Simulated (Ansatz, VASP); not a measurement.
Two plane-wave programs on Te

File INCAR:

```
SYSTEM = Te
PREC = Accurate
ENCUT = 600
EDIFF = 1E-6
ISMEAR = 0
SIGMA = 0.1
LREAL = .FALSE.
LASPH = .TRUE.
NELM = 100
ALGO = Normal
ISIF = 3
LWAVE = .FALSE.
LCHARG = .FALSE.
GGA = PE
IBRION = 2
NSW = 90
EDIFFG = -0.04
```

File KPOINTS:

```
regular mesh
0
G
  4 4 4
  0 0 0
```

POSCAR

```
Te
1.0
    6.4669384210      0.0000000000      0.0000000000
    0.0000000000      6.4669384210      0.0000000000
    0.0000000000      0.0000000000      6.4669384210
Te
8
Direct
    0.5000000000      0.5000000000      0.5000000000
    0.0000000000      0.0000000000      0.0000000000
    0.2500000000      0.0000000000      0.5000000000
    0.5000000000      0.2500000000      0.0000000000
    0.5000000000      0.7500000000      0.0000000000
    0.7500000000      0.0000000000      0.5000000000
    0.0000000000      0.5000000000      0.7500000000
    0.0000000000      0.5000000000      0.2500000000
```

Input for Ansatz:

```yaml
crystal:
  lattice:
    - [6.466938421, 0.0, 0.0]
    - [0.0, 6.466938421, 0.0]
    - [0.0, 0.0, 6.466938421]
  atoms:
    - { symbol: Te, position: [0.5, 0.5, 0.5] }
    - { symbol: Te, position: [0.0, 0.0, 0.0] }
    - { symbol: Te, position: [0.25, 0.0, 0.5] }
    - { symbol: Te, position: [0.5, 0.25, 0.0] }
    - { symbol: Te, position: [0.5, 0.75, 0.0] }
    - { symbol: Te, position: [0.75, 0.0, 0.5] }
    - { symbol: Te, position: [0.0, 0.5, 0.75] }
    - { symbol: Te, position: [0.0, 0.5, 0.25] }
basis:
  ecutwfc: 420
kpoints:
  mp_grid: { grid: [4, 4, 4] }
hamiltonian:
  xc: pbe
scf:
  occupations: { method: gaussian, width: 0.1 }
  lower_state_search: "off"
output:
  forces: true
  stress: true
  eigenvalues: true
relax:
  adjacent_minimum: "off"
  f_tol: 0.04
  max_steps: 70
  cell: { stress_tol: 0.4 }
```

Alike in both runs: task relaxation of cell and atoms; functional PBE; k mesh 4 × 4 × 4; occupations gaussian, width 0.1 eV; no spin polarisation.

|  | VASP | Ansatz |
| --- | --- | --- |
| version | VASP 6.6.1 | Ansatz 0.2.0 |
| potentials or method | VASP PAW PBE potentials, release 64 (Te), cutoff 600 eV | scalar-relativistic, plane waves, PAW |
| valence electrons in the cell | 48 | 128 |

```csv
,VASP,Ansatz,Ansatz less VASP
"gap on the k mesh at the Fermi level, each at its own relaxed structure (eV)",none,none,-
relaxed volume (Å³/atom),29.13,29.10,-0.035
relaxed cell length with the largest relative difference (Å),6.154,6.152,-0.0025
```

A gap of «none» marks a metal or a gap that the smearing closes. VASP's potentials hold 48 valence electrons a cell and Ansatz's 128, so a difference there can come from the potentials and not from the codes.

Spin-orbit coupling is off throughout. Noted on VASP's run: too few bands were computed for a metal, which touches its energy and stress.
